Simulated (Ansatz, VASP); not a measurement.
PbS: VASP beside Ansatz

```
Pb S
1.0
     0.00000    3.00000    3.00000
     3.00000    0.00000    3.00000
     3.00000    3.00000    0.00000
Pb S
1 1
Direct
  0.00000 0.00000 0.00000
  0.47000 0.47000 0.53000
```

Alike in both runs: task single point; functional PBE; k mesh 4 × 4 × 4; no spin polarisation.

|  | VASP | Ansatz |
| --- | --- | --- |
| version | VASP 6.6.1 | Ansatz 0.2 development build |
| potentials or method | VASP PAW PBE potentials, release 64 (Pb_d, S), cutoff 500 eV | all-electron full-potential LAPW, scalar-relativistic |
| occupations | fermi-dirac, width 0.1 eV | fermi-dirac |

Ansatz gave:

- pressure (GPa): 0.6
- traceless stress, the component that is largest in VASP (GPa): 0.87
- rms of the force components (eV/Å): 0.011

Task: What did VASP give for the same quantities?

Result: Pressure (GPa): 0.5; traceless stress, the component that is largest in VASP (GPa): 0.87; rms of the force components (eV/Å): 0.011.

Atom by atom the forces differ by 0.000 eV/Å (rms over components). Ansatz ran all-electron here, and VASP with PAW potentials.

The k mesh is coarse, so the values compare programs but aren't converged. Spin-orbit coupling is off throughout.
